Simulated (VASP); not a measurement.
# H11C2NO4 in VASP: a series of runs

H11C2NO4 is run at these levels: PBE; tasks: single point.

Everything below comes from runs of VASP 6.6.1. Logs are shortened: lines on timing, memory, paths and dates and some standing lists are left out, and cuts for length are marked.

**1. The cell of the first run**

The cell holds a disordered packing, 18 atoms: a = 5.915 Å, b = 5.915 Å, c = 5.915 Å, α = 90.00°, β = 90.00°, γ = 90.00°.

**2. Single point, PBE**

INCAR reads:

```
SYSTEM = H11C2NO4
PREC     = Accurate       ! precision mode
ENCUT    = 1000           ! plane-wave cutoff, eV
EDIFF    = 1E-6           ! SCF threshold, eV
ISMEAR   = -1             ! smearing method
SIGMA    = 0.05           ! smearing width, eV
LREAL    = Auto         
LASPH    = .TRUE.         ! aspherical terms in the spheres
NELM     = 120            ! most SCF steps
ALGO     = Normal         ! electronic algorithm
ISIF     = 2              ! what is computed and relaxed
LWAVE    = .FALSE.        ! write WAVECAR
LCHARG   = .FALSE.        ! write CHGCAR
GGA      = PE             ! functional
NBANDS   = 39             ! bands
GGA_COMPAT= .FALSE.
```

KPOINTS reads:

```
Automatic mesh
0
G
  1 1 1
  0 0 0
```

POSCAR reads:

```
H11C2NO4
1.0
    5.9154820000      0.0000000000      0.0000000000
    0.0000000000      5.9154820000      0.0000000000
    0.0000000000      0.0000000000      5.9154820000
O H C N
4 11 2 1
Direct
    0.8910009362      0.6597602697      0.6635300386
    0.2285528043     -0.0390331675      0.6433626203
    0.6827338837      0.1032206674      0.5785665479
   -0.0553801026      0.3753371238      0.2827326666
    1.0355876326      0.7461268583      0.6542493072
    0.7748142924      0.7763695334      0.6579345521
    0.1868486794      0.1214271297      0.6326787910
    0.3834007102     -0.0431579371      0.5782791664
    0.7646883213      0.1733248449      0.4547389376
    0.6459659585      0.2350104353      0.6653050419
   -0.0634436890      0.4986575904      0.3945240641
   -0.1430314554      0.4197291108      0.1497088487
    0.3726661665      0.5736303483      0.3567418513
    0.5664965256      0.7459070960      0.1964506020
    0.2652193008      0.8067981612      0.2151473033
    0.4023509834      0.6752957747      0.1991215593
    0.3898245316      0.5335997980      0.0073028707
    0.3932562047      0.4160607707     -0.1504695644
```

Potentials or basis: VASP PAW PBE potentials, release 64 (O_h, H_h, C_h, N_h).

The run is started by

```bash
$ cat potpaw_PBE.64/O_h/POTCAR potpaw_PBE.64/H_h/POTCAR potpaw_PBE.64/C_h/POTCAR potpaw_PBE.64/N_h/POTCAR > POTCAR
$ mpirun -np 1 vasp_gam > vasp.out
```

OUTCAR:

```text
SYSTEM = H11C2NO4
   PREC = Accurate
   ENCUT = 1000
   EDIFF = 1E-6
   ISMEAR = -1
   LREAL = Auto
   LASPH = .TRUE.
   NELM = 120
   ISIF = 2
   GGA = PE

 ion  position               nearest neighbor table
   1  0.891  0.660  0.664-   6 0.97   5 1.00
   2  0.229  0.961  0.643-   7 0.98   8 0.99
   3  0.683  0.103  0.579-  10 0.96   9 0.97
   4  0.945  0.375  0.283-  12 0.98  11 0.99
   5  0.036  0.746  0.654-   1 1.00
   6  0.775  0.776  0.658-   1 0.97
   7  0.187  0.121  0.633-   2 0.98
   8  0.383  0.957  0.578-   2 0.99
   9  0.765  0.173  0.455-   3 0.97
  10  0.646  0.235  0.665-   3 0.96
  11  0.937  0.499  0.395-   4 0.99
  12  0.857  0.420  0.150-   4 0.98
  13  0.373  0.574  0.357-  16 1.12
  14  0.566  0.746  0.196-  16 1.06
  15  0.265  0.807  0.215-  16 1.13
  16  0.402  0.675  0.199-  14 1.06  13 1.12  15 1.13  17 1.41
  17  0.390  0.534  0.007-  18 1.16  16 1.41
  18  0.393  0.416  0.850-  17 1.16

  LATTYP: Found a simple cubic cell.
 ALAT       =     5.9154820000

  Lattice vectors:

 A1 = (   5.9154820000,   0.0000000000,   0.0000000000)
 A2 = (   0.0000000000,   5.9154820000,   0.0000000000)
 A3 = (   0.0000000000,   0.0000000000,   5.9154820000)

Analysis of symmetry for initial positions (statically):
=====================================================================
 Subroutine PRICEL returns:
 Original cell was already a primitive cell.

 Routine SETGRP: Setting up the symmetry group for a
 simple cubic supercell.

 Subroutine GETGRP returns: Found  1 space group operations
 (whereof  1 operations were pure point group operations)
 out of a pool of 48 trial point group operations.

The static configuration has the point symmetry C_1 .

Analysis of symmetry for dynamics (positions and initial velocities):
=====================================================================
 Subroutine PRICEL returns:
 Original cell was already a primitive cell.

 Routine SETGRP: Setting up the symmetry group for a
 simple cubic supercell.

 Subroutine GETGRP returns: Found  1 space group operations
 (whereof  1 operations were pure point group operations)
 out of a pool of 48 trial point group operations.

The dynamic configuration has the point symmetry C_1 .

 Subroutine INISYM returns: Found  1 space group operations
 (whereof  1 operations are pure point group operations),
 and found     1 'primitive' translations

----------------------------------------------------------------------------------------

                                     Primitive cell

  volume of cell :     207.0000

  direct lattice vectors                    reciprocal lattice vectors
     5.915482000  0.000000000  0.000000000     0.169047932  0.000000000  0.000000000
     0.000000000  5.915482000  0.000000000     0.000000000  0.169047932  0.000000000
     0.000000000  0.000000000  5.915482000     0.000000000  0.000000000  0.169047932

  length of vectors
     5.915482000  5.915482000  5.915482000     0.169047932  0.169047932  0.169047932

  position of ions in fractional coordinates (direct lattice)
     0.891000936  0.659760270  0.663530039
     0.228552804  0.960966832  0.643362620
     0.682733884  0.103220667  0.578566548
     0.944619897  0.375337124  0.282732667
     0.035587633  0.746126858  0.654249307
     0.774814292  0.776369533  0.657934552
[... 10 lines left out ...]
     0.389824532  0.533599798  0.007302871
     0.393256205  0.416060771  0.849530436

  ion indices of the primitive-cell ions
   primitive index   ion index
                 1           1
                 2           2
                 3           3
                 4           4
                 5           5
                 6           6
[... 10 lines left out ...]
                17          17
                18          18

----------------------------------------------------------------------------------------

 KPOINTS: Automatic mesh

Automatic generation of k-mesh.
 Grid dimensions read from file:
 generate k-points for:    1    1    1

 Generating k-lattice:

  Cartesian coordinates                     Fractional coordinates (reciprocal lattice)
     0.169047932  0.000000000  0.000000000     1.000000000  0.000000000  0.000000000
     0.000000000  0.169047932  0.000000000     0.000000000  1.000000000  0.000000000
     0.000000000  0.000000000  0.169047932     0.000000000  0.000000000  1.000000000

  Length of vectors
     0.169047932  0.169047932  0.169047932

  Shift w.r.t. Gamma in fractional coordinates (k-lattice)
     0.000000000  0.000000000  0.000000000

 Subroutine IBZKPT returns following result:
 ===========================================

 Found      1 irreducible k-points:

 Following reciprocal coordinates:
            Coordinates               Weight
  0.000000  0.000000  0.000000      1.000000
   k-points           NKPTS =      1   k-points in BZ     NKDIM =      1   number of bands    NBANDS=     39
   number of dos      NEDOS =    301   number of ions     NIONS =     18
   total plane-waves  NPLWV = 262144
   dimension x,y,z NGX =    64 NGY =   64 NGZ =   64
   dimension x,y,z NGXF=   128 NGYF=  128 NGZF=  128
   ions per type =               4  11   2   1
   NGX,Y,Z   is equivalent  to a cutoff of  17.99, 17.99, 17.99 a.u.
   NGXF,Y,Z  is equivalent  to a cutoff of  35.97, 35.97, 35.97 a.u.
 SYSTEM =  H11C2NO4
   PREC   = accura    normal or accurate (medium, high low for compatibility)
   ISTART =      0    job   : 0-new  1-cont  2-samecut
   ICHARG =      2    charge: 1-file 2-atom 10-const
   ISPIN  =      1    spin polarized calculation?
   LNONCOLLINEAR =      F non collinear calculations
   LSORBIT =      F    spin-orbit coupling
   LASPH  =      T    aspherical Exc in radial PAW
   ENCUT  = 1000.0 eV  73.50 Ry    8.57 a.u.  15.25 15.25 15.25*2*pi/ulx,y,z
   NELM   =    120;   NELMIN=  2; NELMDL= -5     # of ELM steps
   EDIFF  = 0.1E-05   stopping-criterion for ELM
   LREAL  =      T    real-space projection
   EDIFFG = 0.1E-04   stopping-criterion for IOM
   NSW    =      0    number of steps for IOM
   IBRION =     -1    ionic relax: 0-MD 1-quasi-New 2-CG
   NFREE  =      0    steps in history (QN), initial steepest desc. (CG)
   ISIF   =      2    stress and relaxation
   ISYM   =      2    0-nonsym 1-usesym 2-fastsym
   POTIM  = 0.5000    time-step for ionic-motion
   TEBEG  =    0.0;   TEEND  =   0.0 temperature during run
   PSTRESS=    0.0 pullay stress
   NELECT =      48.0000    total number of electrons
   NUPDOWN=      -1.0000    fix difference up-down
   EMIN   =  10.00;   EMAX   =-10.00  energy-range for DOS
   EFERMI =   0.00;   METHOD = LEGACY
   ISMEAR =    -1;   SIGMA  =   0.05  broadening in eV -4-tet -1-fermi 0-gaus
   EFERMI_NEDOS =   21; number of points for ismear=-14 and -15
   IALGO  =     38    algorithm
   IMIX   =      4    mixing-type and parameters
     AMIX     =   0.40;   BMIX     =  1.00
     AMIX_MAG =   1.60;   BMIX_MAG =  1.00
  volume/ion in A,a.u.               =      11.50        77.61
  Fermi-wavevector in a.u.,A,eV,Ry     =   1.005769  1.900629 13.763275  1.011572
  Thomas-Fermi vector in A             =   2.138470
   LORBIT       =      0    0 simple, 1 ext, 2 COOP (PROOUT), +10 PAW based schemes
   GGA     = PE    functional components
   LHFCALC =     F    Hartree Fock is set to
   AEXX    =    0.0000 exact exchange contribution
   IVDW    =     0    specifies the selected vdW correction
   LEPSILON=     F    determine dielectric tensor
   LRPA    =     F    only Hartree local field effects (RPA)
 non-spin polarized calculation
  energy-cutoff  :     1000.00
  volume of cell :      207.00
 maximum number of plane-waves:      7398
 NGX is ok and might be reduce to    64
   NGX = 31   NGY = 31   NGZ = 31

 number of electron      47.9999999 magnetization

 Free energy of the ion-electron system (eV)
  ---------------------------------------------------
  ext. energy  EPLUGINS =         0.00000000
  ---------------------------------------------------
  free energy    TOTEN  =       -95.37639687 eV

  energy without entropy =      -95.37639687  energy(sigma->0) =      -95.37639687

 E-fermi :  -2.2211     XC(G=0):  -6.5893

 val. band max:       -3.4706356992   @ k =   0.0000   0.0000   0.0000
 cond. band min:       1.4857456385   @ k =   0.0000   0.0000   0.0000
 fundamental gap:      4.9563813376
 Fermi energy:        -2.2210638326

 k-point     1 :       0.0000    0.0000    0.0000
  band No.  band energies     occupation
      1     -22.0921      2.00000
      2     -21.7365      2.00000
      3     -21.5866      2.00000
      4     -21.1328      2.00000
      5     -19.4668      2.00000
      6     -16.0878      2.00000
[... 28 lines left out ...]
     35       7.2069      0.00000
     36       7.7524      0.00000
 [bands above 36 left out]

------------------------ aborting loop because EDIFF is reached ----------------------------------------

  FORCE on cell =-STRESS in cart. coord.  units (eV):
  Direction    XX          YY          ZZ          XY          YZ          ZX
  --------------------------------------------------------------------------------------
  -------------------------------------------------------------------------------------
  Total        0.9412663      0.9775007     -0.1339727      1.0066357      1.3682729      0.4427726
  in kB        7.2853877      7.5658416     -1.0369465      7.7913459     10.5904126      3.4270537
  external PRESSURE =       4.6047609 kB  Pullay stress =       0.0000000 kB

 VOLUME and BASIS-vectors are now :
 -----------------------------------------------------------------------------
  energy-cutoff  :     1000.00
  volume of cell :      207.00
      direct lattice vectors                 reciprocal lattice vectors
     5.915482000  0.000000000  0.000000000     0.169047932  0.000000000  0.000000000
     0.000000000  5.915482000  0.000000000     0.000000000  0.169047932  0.000000000
     0.000000000  0.000000000  5.915482000     0.000000000  0.000000000  0.169047932

 POSITION                                       TOTAL-FORCE (eV/Angst)
 -----------------------------------------------------------------------------------
      5.27070      3.90280      3.92510         0.312486     -0.434625     -0.216768
      1.35200      5.68458      3.80580         0.713930      0.163392     -0.468149
      4.03870      0.61060      3.42250        -0.080484     -0.558520     -0.317093
      5.58788      2.22030      1.67250        -0.141100     -0.292214     -0.314584
      0.21052      4.41370      3.87020        -0.487952      0.187627      0.174577
      4.58340      4.59260      3.89200         0.220623      0.237808     -0.048660
[... 10 lines left out ...]
      2.30600      3.15650      0.04320        -0.403273     -0.566616     -1.045809
      2.32630      2.46120      5.02538         0.014668      0.154461      0.085897
 -----------------------------------------------------------------------------------
    total drift:                                0.000924     -0.000383      0.001964

  FREE ENERGIE OF THE ION-ELECTRON SYSTEM (eV)
  ---------------------------------------------------
  free  energy   TOTEN  =       -95.3763968679 eV

  energy  without entropy=      -95.3763968679  energy(sigma->0) =      -95.37639687
```

Run time: 38 s. Hardware: 1 thread of AMD EPYC 7R13 (Zen 3), shared host; peak memory 0.51 GiB.

What came out:

```
Free energy   : -95.3764 eV
Pressure      : 0.5 GPa
Largest force : 2.315 eV/Å
```

Forces on the atoms (eV/Å):
```
O    0.312 -0.435 -0.217
O    0.714  0.163 -0.468
O   -0.080 -0.559 -0.317
O   -0.141 -0.292 -0.315
H   -0.488  0.188  0.175
H    0.221  0.238 -0.049
H    0.136 -0.499  0.174
H   -0.606  0.331  0.517
H    0.523  0.048 -0.636
H   -0.590  0.466  0.791
H   -0.384  0.199  0.198
H    0.319  0.050  0.308
H    0.455  0.085 -0.348
H    1.145  0.877  0.386
H    0.735 -0.431 -0.587
C   -1.882 -0.018  1.348
C   -0.403 -0.567 -1.046
N    0.015  0.154  0.086
```

Caveat: the k points lie up to 1.06 Å⁻¹ apart, too coarse for converged energies, forces and pressures.

**3. Single point, PBE**

INCAR reads:

```
SYSTEM = H11C2NO4
PREC = Accurate
ENCUT = 1000
EDIFF = 1E-6
ISMEAR = -1
SIGMA = 0.05
LREAL = Auto
LASPH = .True.
NELM = 120
ALGO = Normal
ISIF = 2
LWAVE = .False.
LCHARG = .False.
GGA = PE
NBANDS = 39
GGA_COMPAT = .False.
```

KPOINTS reads:

```
Automatic mesh
0
Gamma
  1 1 1
  0 0 0
```

POSCAR reads:

```
H11C2NO4
1.0
    5.9154820000      0.0000000000      0.0000000000
    0.0000000000      5.9154820000      0.0000000000
    0.0000000000      0.0000000000      5.9154820000
O H C N
4 11 2 1
Direct
    0.9084297780      0.6901043736      0.6960548608
    0.2762750356     -0.0292960066      0.6624143223
    0.6885829422      0.0751587107      0.5154778596
   -0.0561577231      0.3960285907      0.3619654324
    1.0631424455      0.7595830737      0.6834776946
    0.8276586760      0.8263062925      0.6891915147
    0.2599619101      0.1211566530      0.7240491984
    0.4375298581     -0.0381203087      0.6247335382
    0.8063924461      0.1452628881      0.4257979316
    0.6260690169      0.2113268200      0.5875091835
   -0.1016485216      0.5020385490      0.4822768457
   -0.0973716089      0.4452891582      0.2134230144
    0.3860885723      0.5515357836      0.3480696924
    0.5287312175      0.7967567140      0.2338101950
    0.2334382896      0.7814916857      0.2366332955
    0.3831302335      0.6792345915      0.2084022908
    0.3919376308      0.5740191585     -0.0119178792
    0.4312581798      0.4745682600     -0.1783286637
```

Potentials or basis: VASP PAW PBE potentials, release 64 (O_h, H_h, C_h, N_h).

The run is started by

```bash
$ cat potpaw_PBE.64/O_h/POTCAR potpaw_PBE.64/H_h/POTCAR potpaw_PBE.64/C_h/POTCAR potpaw_PBE.64/N_h/POTCAR > POTCAR
$ mpirun -np 1 vasp_gam > vasp.out
```

Run time: 40 s. Hardware: 1 thread of Intel Xeon Platinum 8559C (Emerald Rapids), shared host; peak memory 0.54 GiB.

Results (log left out):

```
Free energy   : -95.2268 eV
Pressure      : 1.1 GPa
Largest force : 2.381 eV/Å
```

Forces on the atoms (eV/Å):
```
O    2.054 -1.171  0.281
O    0.034 -0.230  0.171
O   -0.900 -0.006  0.864
O    0.586 -1.118 -0.104
H   -0.347 -0.554  0.125
H   -1.688  1.646 -0.324
H   -0.131  0.315  0.051
H   -0.295 -0.157 -0.171
H    0.815  0.505 -0.505
H    0.075 -0.226 -0.037
H   -0.022  0.790  0.019
H   -0.284  0.546 -0.298
H    0.012  0.186 -0.393
H   -0.355 -0.445 -0.239
H   -0.387  0.078 -0.135
C    0.547  0.304  0.314
C    0.686 -0.558 -0.270
N   -0.399  0.095  0.649
```

Stress tensor (GPa, compression positive):
```
 2.52 -0.75 -0.45
-0.75  1.71 -1.15
-0.45 -1.15 -1.04
```

Levels at points of the mesh, in eV from the Fermi level:
| k point | band 22 | band 23 | band 24 | band 25 | band 26 | band 27 |
| --- | --- | --- | --- | --- | --- | --- |
| (0.00, 0.00, 0.00) | -1.61 | -1.44 | -1.22 | 3.84 | 4.94 | 5.25 |

Caveat: the k points lie up to 1.06 Å⁻¹ apart, too coarse for converged energies, forces and pressures.

(Continued in part 2 of 2.)
